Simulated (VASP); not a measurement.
Write the native input for VASP 6.6.1 that does the following.

```yaml
Task: single point
Functional: PBEsol
Potentials_or_basis: VASP PAW PBE potentials, release 64 (Zn, O)
Cutoff: 520 eV
k_mesh: 15 × 15 × 8
Occupations: gaussian, width 0.01 eV
Spin: no spin polarisation
Dipole_correction: no
Further_INCAR_settings: ALGO = Normal; EDIFF = 1e-06; NBANDS = 26
```

The structure of ZnO lies in POSCAR:

```
ZnO
1.0
    3.2308811898      0.0000000000      0.0000000000
   -1.6154405949      2.7980251869      0.0000000000
    0.0000000000      0.0000000000      5.2157897621
Zn O
2 2
Direct
    0.3333333333      0.6666666667     -0.0347855662
    0.6666666667      0.3333333333      0.4652144338
    0.3333333333      0.6666666667      0.4167855662
    0.6666666667      0.3333333333      0.9167855662
```

This cell differs from its parent crystal: atoms displaced along a vibrational mode.

One way to write it, as run:

INCAR

```
SYSTEM = ZnO
PREC     = Accurate       ! precision mode
ENCUT    = 520            ! plane-wave cutoff, eV
EDIFF    = 1E-6           ! SCF threshold, eV
ISMEAR   = 0              ! smearing method
SIGMA    = 0.01           ! smearing width, eV
LREAL    = .FALSE.        ! projectors in reciprocal space
LASPH    = .TRUE.         ! aspherical terms in the spheres
NELM     = 100            ! most SCF steps
ALGO     = Normal         ! electronic algorithm
ISIF     = 2              ! what is computed and relaxed
LWAVE    = .FALSE.        ! write WAVECAR
LCHARG   = .FALSE.        ! write CHGCAR
GGA      = PS             ! functional
NBANDS   = 26             ! bands
```

KPOINTS

```
regular mesh
0
G
  15 15 8
  0 0 0
```

Potentials or basis: VASP PAW PBE potentials, release 64 (Zn, O).

Launch:

```console
$ cat potpaw_PBE.64/Zn/POTCAR potpaw_PBE.64/O/POTCAR > POTCAR
$ mpirun -np 1 vasp_std > vasp.out
```

It gave:

```yaml
Pressure: 6.2 GPa
Largest_force: 0.568 eV/Å
Band_gap_on_the_k_mesh: 0.79 eV
```

Caveat: the cell differs from its parent crystal (atoms displaced along a vibrational mode); the cell stands under pressure; the PAW data sets were made with another functional, which shifts forces and pressure a little; an odd mesh through Γ misses points on the zone boundary, where band edges can lie.

Wall time 2.1 min on 1 thread of Intel(R) Xeon(R) Platinum 8488C (Sapphire Rapids), on a shared host, peak memory 0.25 GiB.
